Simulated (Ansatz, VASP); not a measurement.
Two plane-wave programs on Al2Ga3P5

Contents of INCAR:

```
SYSTEM = Al2Ga3P5
ALGO = Normal
EDIFF = 1E-6
ENCUT = 500
GGA = PE
GGA_COMPAT = .False.
ISIF = 2
ISMEAR = 0
LASPH = .True.
LCHARG = .False.
LREAL = .False.
LWAVE = .False.
NBANDS = 46
NELM = 120
PREC = Accurate
SIGMA = 0.1
```

The input KPOINTS:

```
k-points
0
Gamma
  4 4 4
  0 0 0
```

File POSCAR:

```
Al2Ga3P5
1.0
    0.0000000000     -3.8940389113      0.0000000000
    3.8940389113      0.0000000000      0.0000000000
   -1.9470194556      1.9470194556     13.7670424174
Al Ga P
2 3 5
Direct
    0.7999981338      0.7999981338      0.5999962677
    0.2000018662      0.2000018662      0.4000037323
    0.5999854754      0.5999854754      0.1999709509
    0.0000000000      0.0000000000      0.0000000000
    0.4000145246      0.4000145246      0.8000290491
    0.9500202612      0.4500202612      0.9000405223
    0.3497929885      0.8497929885      0.6995859770
    0.7500000000      0.2500000000      0.5000000000
    0.1502070115      0.6502070115      0.3004140230
    0.5499797388      0.0499797388      0.0999594777
```

Input for Ansatz:

```yaml
crystal:
  lattice:
    - [0.0, -3.8940389113, 0.0]
    - [3.8940389113, 0.0, 0.0]
    - [-1.9470194556, 1.9470194556, 13.7670424174]
  atoms:
    - { symbol: Al, position: [0.7999981338, 0.7999981338, 0.5999962677] }
    - { symbol: Al, position: [0.2000018662, 0.2000018662, 0.4000037323] }
    - { symbol: Ga, position: [0.5999854754, 0.5999854754, 0.1999709509] }
    - { symbol: Ga, position: [0.0, 0.0, 0.0] }
    - { symbol: Ga, position: [0.4000145246, 0.4000145246, 0.8000290491] }
    - { symbol: P, position: [0.9500202612, 0.4500202612, 0.9000405223] }
    - { symbol: P, position: [0.3497929885, 0.8497929885, 0.699585977] }
    - { symbol: P, position: [0.75, 0.25, 0.5] }
    - { symbol: P, position: [0.1502070115, 0.6502070115, 0.300414023] }
    - { symbol: P, position: [0.5499797388, 0.0499797388, 0.0999594777] }
basis:
  ecutwfc: 420
kpoints:
  mp_grid: { grid: [4, 4, 4] }
hamiltonian:
  xc: pbe
scf:
  occupations: { method: gaussian, width: 0.1 }
  lower_state_search: "off"
output:
  forces: true
  stress: true
  eigenvalues: true
```

Alike in both runs: task single point; functional PBE; k mesh 4 × 4 × 4; occupations gaussian, width 0.1 eV; no spin polarisation.

|  | VASP | Ansatz |
| --- | --- | --- |
| version | VASP 6.6.1 | Ansatz 0.2.0 |
| potentials or method | VASP PAW PBE potentials, release 64 (Al, Ga_d, P), cutoff 500 eV | scalar-relativistic, plane waves, PAW |
| valence electrons in the cell | 70 | 70 |

Ansatz gave:

| Property | Result |
| --- | --- |
| gap on the k mesh at the Fermi level (eV) | 1.56 |
| least direct gap on the mesh (eV) | 1.56 |
| pressure (GPa) | 0.1 |
| traceless stress, the component that is largest in VASP (GPa) | -0.59 |
| rms of the force components (eV/Å) | 0.004 |

Problem. What did VASP give for the same quantities?

Solution. gap on the k mesh at the Fermi level (eV): 1.56; least direct gap on the mesh (eV): 1.56; pressure (GPa): 0.1; traceless stress, the component that is largest in VASP (GPa): -0.59; rms of the force components (eV/Å): 0.005.

Atom by atom the forces differ by 0.002 eV/Å (rms over components).
